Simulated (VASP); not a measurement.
**Sn: single point with r2SCAN**

The system is Sn.

```
CELL_PARAMETERS angstrom
0.00000 3.28310 3.28310
3.28310 0.00000 3.28310
3.28310 3.28310 0.00000
ATOMIC_POSITIONS crystal
Sn 0.50000 0.50000 0.50000
Sn 0.75000 0.75000 0.75000
```

| Item | Value |
| --- | --- |
| Program | VASP 6.6.1 |
| Task | single point |
| Functional | r2SCAN |
| Potentials or basis | VASP PAW PBE potentials, release 64 (Sn_d) |
| Cutoff | 520 eV |
| k mesh | 18 × 18 × 18 |
| Occupations | gaussian, width 0.15 eV |
| Spin | no spin polarisation |
| Dipole correction | no |
| Further INCAR settings | ALGO = Normal; EDIFF = 1e-06; NBANDS = 21 |

| Item | Value |
| --- | --- |
| Pressure | 0.0 GPa |
| Band gap on the k mesh | zero (filled and empty bands touch) |

Levels at points of the mesh, in eV from the Fermi level:
```csv
k point,band 11,band 12,band 13,band 14,band 15,band 16,band 17,band 18
"(0.00, 0.00, 0.00)",-10.93,-0.65,-0.03,-0.03,-0.03,2.18,2.18,2.18
"(0.50, 0.00, 0.00)",-9.28,-6.50,-1.25,-1.25,0.03,3.31,3.31,5.93
"(0.50, 0.50, 0.00)",-7.77,-7.77,-2.60,-2.60,0.92,0.92,7.89,7.89
```

It took 5.9 min on 1 thread of Intel(R) Xeon(R) 6975P-C (Granite Rapids), with other jobs on the host, peak memory 0.37 GiB.

Caveat: the PAW data sets were made with another functional, which shifts forces and pressure a little; spin-orbit coupling is left out, which moves the levels of the heavy elements.
